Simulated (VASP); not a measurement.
## Al2BP3: single point with PBE

The system is Al2BP3.

```
Al B P
1.0
     5.86934    0.00000    0.00000
    -2.93467    5.08300    0.00000
     0.00000    0.00000    3.23904
Al B P
2 1 3
Cartesian
  0.0000 3.3887 0.0000
  2.9347 1.6943 0.0000
  0.0000 0.0000 0.0000
  2.9347 0.0000 1.6195
  1.4673 2.5415 1.6195
  -1.4673 2.5415 1.6195
```

The cell was generated, and may not be a known phase.

```
Program                : VASP 6.6.1
Task                   : single point
Functional             : PBE
Potentials or basis    : VASP PAW PBE potentials, release 64 (Al, B, P)
Cutoff                 : 520 eV
k mesh                 : 3 × 3 × 6
Occupations            : gaussian, width 0.1 eV
Spin                   : no spin polarisation
Dipole correction      : no
Further INCAR settings : ALGO = Normal; EDIFF = 1e-07; NBANDS = 21
```

* Pressure: 14.4 GPa
* Band gap on the k mesh: zero (bands 12 and 13 overlap by 1.65 eV)

Stress tensor (GPa, compression positive):
```
10.97  0.00  0.00
 0.00 10.97  0.00
 0.00  0.00 21.29
```

Levels at points of the mesh, in eV from the Fermi level:
```tsv
k point	band 9	band 10	band 11	band 12	band 13	band 14	band 15	band 16
(0.00, 0.00, 0.00)	0.72	0.72	0.75	0.75	2.01	2.17	3.34	3.34
(0.00, 0.00, 0.50)	-3.07	-3.07	-2.64	-0.73	-0.65	-0.65	2.51	2.51
```

It took 32 s on 1 thread of AMD EPYC 7R13 (shared host), peak memory 0.19 GiB.

Caveat: the k points lie up to 0.41 Å⁻¹ apart, too coarse for converged energies and pressures of a metal.
